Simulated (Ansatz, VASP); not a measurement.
**Si3C in VASP and in Ansatz**

Contents of INCAR:

```
SYSTEM = Si3C
  ALGO = Normal
  EDIFF = 1E-6
  EDIFFG = -0.04
  ENCUT = 600
  GGA = PE
  IBRION = 2
  ISIF = 3
  ISMEAR = 0
  LASPH = .True.
  LCHARG = .False.
  LREAL = .False.
  LWAVE = .False.
  NELM = 60
  NSW = 90
  PREC = Accurate
  SIGMA = 0.1
```

File KPOINTS:

```
k-points
0
Gamma
  6 6 2
  0 0 0
```

File POSCAR:

```
Si3C
1.0
    2.7479784200      0.0000000000      0.0000000000
   -1.3739892100      2.3798191300      0.0000000000
    0.0000000000      0.0000000000      8.9304231800
Si C
3 1
Direct
    0.3333333300      0.6666666700      0.0000000000
    0.6666666700      0.3333333300      0.2500000000
    0.6666666700      0.3333333300      0.7500000000
    0.3333333300      0.6666666700      0.5000000000
```

Input for Ansatz:

```yaml
crystal:
  lattice:
    - [2.74797842, 0.0, 0.0]
    - [-1.37398921, 2.37981913, 0.0]
    - [0.0, 0.0, 8.93042318]
  atoms:
    - { symbol: Si, position: [0.33333333, 0.66666667, 0.0] }
    - { symbol: Si, position: [0.66666667, 0.33333333, 0.25] }
    - { symbol: Si, position: [0.66666667, 0.33333333, 0.75] }
    - { symbol: C, position: [0.33333333, 0.66666667, 0.5] }
basis:
  ecutwfc: 420
kpoints:
  mp_grid: { grid: [6, 6, 2] }
hamiltonian:
  xc: pbe
scf:
  occupations: { method: gaussian, width: 0.1 }
  lower_state_search: "off"
output:
  forces: true
  stress: true
  eigenvalues: true
relax:
  adjacent_minimum: "off"
  f_tol: 0.04
  max_steps: 70
  cell: { stress_tol: 0.4 }
```

Alike in both runs: task relaxation of cell and atoms; functional PBE; k mesh 6 × 6 × 2; occupations gaussian, width 0.1 eV; no spin polarisation.

|  | VASP | Ansatz |
| --- | --- | --- |
| version | VASP 6.6.1 | Ansatz 0.2.0 |
| potentials or method | VASP PAW PBE potentials, release 64 (Si, C), cutoff 600 eV | scalar-relativistic, plane waves, PAW |
| valence electrons in the cell | 16 | 16 |

```tsv
	VASP	Ansatz	Ansatz less VASP
gap on the k mesh at the Fermi level, each at its own relaxed structure (eV)	none	none	-
relaxed volume (Å³/atom)	13.02	12.99	-0.039
relaxed cell length with the largest relative difference (Å)	7.659	7.651	-0.0088
```

A gap of «none» marks a metal or a gap that the smearing closes.

The k mesh is coarse, so the values compare programs but aren't converged.
